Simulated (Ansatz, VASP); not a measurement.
# BN in VASP and in Ansatz

```
CELL_PARAMETERS angstrom
0.00000 1.75624 1.75624
1.75624 0.00000 1.75624
1.75624 1.75624 0.00000
ATOMIC_POSITIONS crystal
B 0.00000 0.00000 0.00000
N 0.75000 0.75000 0.75000
```

Alike in both runs: task single point; functional r2SCAN; k mesh 12 × 12 × 12; occupations gaussian, width 0.02 eV; no spin polarisation.

```csv
,VASP,Ansatz
version,VASP 6.6.1,Ansatz 0.2.0
potentials or method,"VASP PAW PBE potentials, release 64 (B, N)","scalar-relativistic, plane waves, PAW"
plane-wave cutoff (eV),660,500
valence electrons in the cell,8,8
```

Ansatz gave:

```
gap on the k mesh at the Fermi level (eV) : 5.10
```

Problem. Which values does VASP return?

Solution. gap on the k mesh at the Fermi level (eV): 5.08.

VASP's potentials were made for PBE, not for r2SCAN.
